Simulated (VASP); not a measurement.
# Al2Pt (Fm-3m) in VASP: vibrations by perturbation theory with PBEsol

Aim: the vibrations by perturbation theory of Al2Pt with PBEsol.

All numbers are computed with VASP 6.6.1; they aren't measurements. Logs are shortened: lines on timing, memory, paths and dates and some standing lists are left out, and cuts for length are marked.

## (1) The cell of the first run

It takes space group Fm-3m (No. 225, cubic). The conventional cell has a = 5.910 Å, b = 5.910 Å, c = 5.910 Å, α = 90.00°, β = 90.00°, γ = 90.00°. Pt (site symmetry m-3m) has 8 Al at 2.56 Å within 3.4 Å. Al (site symmetry -43m) has 4 Pt at 2.56 Å and 6 Al at 2.96 Å within 3.4 Å.

## (2) Vibrations by perturbation theory, PBEsol

File INCAR:

```
PREC = Accurate ; ENCUT = 520
EDIFF = 1E-8 ; ISMEAR = -1
SIGMA = 0.05 ; LREAL = F
LASPH = T ; NELM = 80
ALGO = Normal ; ISIF = 2
LWAVE = F ; LCHARG = F
GGA = PS ; IBRION = 8
NSW = 1
```

File KPOINTS:

```
regular mesh
0
Gamma
  8 8 8
```

File POSCAR:

```
Al2Pt
1.0
    0.0000000000      2.9550000000      2.9550000000
    2.9550000000      0.0000000000      2.9550000000
    2.9550000000      2.9550000000      0.0000000000
Pt Al
1 2
Direct
    0.0000000000      0.0000000000      0.0000000000
    0.7500000000      0.7500000000      0.7500000000
    0.2500000000      0.2500000000      0.2500000000
```

Potentials or basis: VASP PAW PBE potentials, release 64 (Pt, Al).

Launch:

```sh
$ cat potpaw_PBE.64/Pt/POTCAR potpaw_PBE.64/Al/POTCAR > POTCAR
$ mpirun -np 1 vasp_std > vasp.out
```

OUTCAR:

```text
PREC = Accurate
   ENCUT = 520
   EDIFF = 1E-8
   ISMEAR = -1
   LREAL = F
   LASPH = T
   NELM = 80
   ISIF = 2
   GGA = PS
   IBRION = 8
   NSW = 1

 ion  position               nearest neighbor table
   1  0.000  0.000  0.000-   2 2.56   2 2.56   2 2.56   2 2.56   3 2.56   3 2.56   3 2.56   3 2.56

   2  0.750  0.750  0.750-   1 2.56   1 2.56   1 2.56   1 2.56   3 2.96   3 2.96   3 2.96   3 2.96
                             3 2.96   3 2.96
   3  0.250  0.250  0.250-   1 2.56   1 2.56   1 2.56   1 2.56   2 2.96   2 2.96   2 2.96   2 2.96
                             2 2.96   2 2.96

  LATTYP: Found a face centered cubic cell.
 ALAT       =     5.9100000000

  Lattice vectors:

 A1 = (   0.0000000000,   2.9550000000,   2.9550000000)
 A2 = (   2.9550000000,   0.0000000000,   2.9550000000)
 A3 = (   2.9550000000,   2.9550000000,   0.0000000000)

Analysis of symmetry for initial positions (statically):
=====================================================================
 Subroutine PRICEL returns:
 Original cell was already a primitive cell.

 Routine SETGRP: Setting up the symmetry group for a
 face centered cubic supercell.

 Subroutine GETGRP returns: Found 48 space group operations
 (whereof 48 operations were pure point group operations)
 out of a pool of 48 trial point group operations.

The static configuration has the point symmetry O_h .

Analysis of symmetry for dynamics (positions and initial velocities):
=====================================================================
 Subroutine PRICEL returns:
 Original cell was already a primitive cell.

 Routine SETGRP: Setting up the symmetry group for a
 face centered cubic supercell.

 Subroutine GETGRP returns: Found 48 space group operations
 (whereof 48 operations were pure point group operations)
 out of a pool of 48 trial point group operations.

The dynamic configuration has the point symmetry O_h .

 Subroutine INISYM returns: Found 48 space group operations
 (whereof 48 operations are pure point group operations),
 and found     1 'primitive' translations

----------------------------------------------------------------------------------------

                                     Primitive cell

  volume of cell :      51.6063

  direct lattice vectors                    reciprocal lattice vectors
     0.000000000  2.955000000  2.955000000    -0.169204738  0.169204738  0.169204738
     2.955000000  0.000000000  2.955000000     0.169204738 -0.169204738  0.169204738
     2.955000000  2.955000000  0.000000000     0.169204738  0.169204738 -0.169204738

  length of vectors
     4.179001077  4.179001077  4.179001077     0.293071203  0.293071203  0.293071203

  position of ions in fractional coordinates (direct lattice)
     0.000000000  0.000000000  0.000000000
     0.750000000  0.750000000  0.750000000
     0.250000000  0.250000000  0.250000000

  ion indices of the primitive-cell ions
   primitive index   ion index
                 1           1
                 2           2
                 3           3

----------------------------------------------------------------------------------------

 KPOINTS: regular mesh

Automatic generation of k-mesh.
 Grid dimensions read from file:
 generate k-points for:    8    8    8

 Generating k-lattice:

  Cartesian coordinates                     Fractional coordinates (reciprocal lattice)
    -0.021150592  0.021150592  0.021150592     0.125000000  0.000000000  0.000000000
     0.021150592 -0.021150592  0.021150592     0.000000000  0.125000000  0.000000000
     0.021150592  0.021150592 -0.021150592     0.000000000  0.000000000  0.125000000

  Length of vectors
     0.036633900  0.036633900  0.036633900

  Shift w.r.t. Gamma in fractional coordinates (k-lattice)
     0.000000000  0.000000000  0.000000000

 Subroutine IBZKPT returns following result:
 ===========================================

 Found     29 irreducible k-points:

 Following reciprocal coordinates:
            Coordinates               Weight
  0.000000  0.000000  0.000000      1.000000
[... 52 lines left out ...]
   PSTRESS=    0.0 pullay stress
   NELECT =      16.0000    total number of electrons
   NUPDOWN=      -1.0000    fix difference up-down
   EMIN   =  10.00;   EMAX   =-10.00  energy-range for DOS
   EFERMI =   0.00;   METHOD = LEGACY
   ISMEAR =    -1;   SIGMA  =   0.05  broadening in eV -4-tet -1-fermi 0-gaus
   EFERMI_NEDOS =   21; number of points for ismear=-14 and -15
   IALGO  =     38    algorithm
   IMIX   =      4    mixing-type and parameters
     AMIX     =   0.40;   BMIX     =  1.00
     AMIX_MAG =   1.60;   BMIX_MAG =  1.00
  volume/ion in A,a.u.               =      17.20       116.09
  Fermi-wavevector in a.u.,A,eV,Ry     =   1.108019  2.093853 16.703966  1.227707
  Thomas-Fermi vector in A             =   2.244541
   LORBIT       =      0    0 simple, 1 ext, 2 COOP (PROOUT), +10 PAW based schemes
   GGA     = PS    functional components
   LHFCALC =     F    Hartree Fock is set to
   AEXX    =    0.0000 exact exchange contribution
   IVDW    =     0    specifies the selected vdW correction
   LEPSILON=     F    determine dielectric tensor
   LRPA    =     F    only Hartree local field effects (RPA)
 non-spin polarized calculation
  energy-cutoff  :      520.00
  volume of cell :       51.61
 maximum number of plane-waves:      1411
   NGX = 15   NGY = 15   NGZ = 15

--------------------------------------- Ionic step        1  -------------------------------------------

 number of electron      16.0000000 magnetization

 Free energy of the ion-electron system (eV)
  ---------------------------------------------------
  ext. energy  EPLUGINS =         0.00000000
  ---------------------------------------------------
  free energy    TOTEN  =       -17.75518741 eV

  energy without entropy =      -17.74276565  energy(sigma->0) =      -17.74897653

 E-fermi :   7.7548     XC(G=0): -10.8127

 val. band max:        7.6844727455   @ k =   0.3750   0.2500   0.0000
 cond. band min:       7.7837762596   @ k =   0.2500   0.2500   0.0000
 fundamental gap:      0.0993035141
 Fermi energy:         7.7548113775

 k-point     1 :       0.0000    0.0000    0.0000
  band No.  band energies     occupation
      1      -2.4469      2.00000
      2       2.7340      2.00000
      3       2.7340      2.00000
      4       2.7340      2.00000
      5       4.0924      2.00000
      6       4.0924      2.00000
      7      10.7769      0.00000
      8      11.5833      0.00000
      9      11.5833      0.00000
     10      11.5833      0.00000
     11      13.2164      0.00000
     12      13.2164      0.00000
[... 331 lines left out ...]
 k-point    24 :      -0.3750    0.2500    0.1250
  band No.  band energies     occupation
      1       0.4852      2.00000
      2       1.7192      2.00000
      3       2.8898      2.00000
      4       3.3841      2.00000
      5       3.6304      2.00000
      6       4.2900      2.00000
      7       4.5529      2.00000
      8       6.8132      2.00000
      9       7.9106      0.08487
     10      11.6290      0.00000
     11      12.9957      0.00000
     12      14.6316      0.00000

 [... further k-points ...]

------------------------ aborting loop because EDIFF is reached ----------------------------------------

  FORCE on cell =-STRESS in cart. coord.  units (eV):
  Direction    XX          YY          ZZ          XY          YZ          ZX
  --------------------------------------------------------------------------------------
  -------------------------------------------------------------------------------------
  Total       -0.3181674     -0.3181674     -0.3181674      0.0000000      0.0000000     -0.0000000
  in kB       -9.8778802     -9.8778802     -9.8778802      0.0000000      0.0000000     -0.0000000
  external PRESSURE =      -9.8778802 kB  Pullay stress =       0.0000000 kB

 VOLUME and BASIS-vectors are now :
 -----------------------------------------------------------------------------
  energy-cutoff  :      520.00
  volume of cell :       51.61
      direct lattice vectors                 reciprocal lattice vectors
     0.000000000  2.955000000  2.955000000    -0.169204738  0.169204738  0.169204738
     2.955000000  0.000000000  2.955000000     0.169204738 -0.169204738  0.169204738
     2.955000000  2.955000000  0.000000000     0.169204738  0.169204738 -0.169204738

 POSITION                                       TOTAL-FORCE (eV/Angst)
 -----------------------------------------------------------------------------------
      0.00000      0.00000      0.00000        -0.000000      0.000000     -0.000000
      4.43250      4.43250      4.43250         0.000000      0.000000      0.000000
      1.47750      1.47750      1.47750        -0.000000     -0.000000     -0.000000
 -----------------------------------------------------------------------------------
    total drift:                                0.000000     -0.000000      0.000000

  FREE ENERGIE OF THE ION-ELECTRON SYSTEM (eV)
  ---------------------------------------------------
  free  energy   TOTEN  =       -17.7551874130 eV

  energy  without entropy=      -17.7427656512  energy(sigma->0) =      -17.74897653

[... ionic steps 2 to 3 ...]

--------------------------------------- Ionic step        4  -------------------------------------------

------------------------ aborting loop because EDIFF is reached ----------------------------------------

[... ionic steps 5 to 6 ...]

--------------------------------------- Ionic step        7  -------------------------------------------

 Free energy of the ion-electron system (eV)
  ---------------------------------------------------
  ---------------------------------------------------
  free energy    TOTEN  =        -0.00697291 eV

  energy without entropy =       -0.00697291

------------------------ aborting loop because EDIFF is reached ----------------------------------------

 INTERNAL STRAIN TENSOR  FOR ION    2  DIRECTION 1   (eV/Angst):
 -----------------------------------------------------------------------------
    -0.00707  0.00000  0.00000
     0.00000  0.00313  7.84536
     0.00000  7.84536  0.00313

 INTERNAL STRAIN TENSOR FOR ION    3 for displacements in x,y,z  (eV/Angst):
          X           Y           Z          XY          YZ          ZX
  --------------------------------------------------------------------------------
  x     0.00000     0.00000     0.00000     0.00000    -7.84536     0.00000
  y     0.00000     0.00000     0.00000     0.00000     0.00000    -7.84536
  z     0.00000     0.00000     0.00000    -7.84536     0.00000     0.00000

 SECOND DERIVATIVES (NOT SYMMETRIZED)
 ------------------------------------
               1X          1Y          1Z          2X          2Y          2Z          3X          3Y          3Z
  1X    -8.527158    0.000000    0.000000    4.263579    0.000000    0.000000    4.263579    0.000000    0.000000
  1Y     0.000000   -8.527158    0.000000    0.000000    4.263579    0.000000    0.000000    4.263579    0.000000
  1Z     0.000000    0.000000   -8.527158    0.000000    0.000000    4.263579    0.000000    0.000000    4.263579
  2X     4.245268    0.000000    0.000000   -6.257001    0.000000    0.000000    2.011733   -0.000000   -0.000000
  2Y     0.000000    4.245268    0.000000    0.000000   -6.257001    0.000000   -0.000000    2.011733    0.000000
  2Z     0.000000    0.000000    4.245268    0.000000    0.000000   -6.257001   -0.000000    0.000000    2.011733
  3X     4.245268    0.000000    0.000000    2.011733   -0.000000   -0.000000   -6.257001    0.000000    0.000000
  3Y     0.000000    4.245268    0.000000   -0.000000    2.011733    0.000000    0.000000   -6.257001    0.000000
  3Z     0.000000    0.000000    4.245268   -0.000000    0.000000    2.011733    0.000000    0.000000   -6.257001

 Eigenvectors and eigenvalues of the dynamical matrix
 ----------------------------------------------------

   1 f  =    8.654485 THz    54.377733 2PiTHz  288.682548 cm-1    35.792058 meV
             X         Y         Z           dx          dy          dz
      0.000000  0.000000  0.000000     0.000000   -0.000000   -0.000000
      4.432500  4.432500  4.432500    -0.681544   -0.188140    0.010031
      1.477500  1.477500  1.477500     0.681544    0.188140   -0.010031
[... 43 lines left out ...]
   9 f/i=    0.006222 THz     0.039097 2PiTHz    0.207558 cm-1     0.025734 meV
             X         Y         Z           dx          dy          dz
      0.000000  0.000000  0.000000    -0.816051    0.337898    0.049749
      4.432500  4.432500  4.432500    -0.304141    0.125934    0.018541
      1.477500  1.477500  1.477500    -0.304141    0.125934    0.018541

--------------------------------------------------------------------------------------------------------

 ELASTIC MODULI CONTR FROM IONIC RELAXATION (kBar)
 Direction    XX          YY          ZZ          XY          YZ          ZX
 --------------------------------------------------------------------------------
 XX           0.0000      0.0000      0.0000      0.0000      0.0000      0.0000
 YY           0.0000      0.0000      0.0000      0.0000      0.0000      0.0000
 ZZ           0.0000      0.0000      0.0000      0.0000      0.0000      0.0000
 XY           0.0000      0.0000      0.0000   -462.1943     -0.0000     -0.0000
 YZ           0.0000      0.0000      0.0000     -0.0000   -462.1943      0.0000
 ZX           0.0000      0.0000      0.0000     -0.0000      0.0000   -462.1943
 --------------------------------------------------------------------------------
```

It took 3.5 min on 1 thread of Intel Xeon 8259CL, shared host; peak memory 0.3 GiB.

Results:

```
Highest phonon frequency at Γ, LO-TO splitting left out : 289 cm⁻¹
```

Phonon frequencies in cm⁻¹ (negative: imaginary):
| q point | frequencies |
| --- | --- |
| (0.000, 0.000, 0.000) | 0 0 0 234 234 234 289 289 289 |

Caveat: the PAW data sets were made with another functional, which shifts forces and pressure a little; spin-orbit coupling is left out, which moves the levels of the heavy elements.
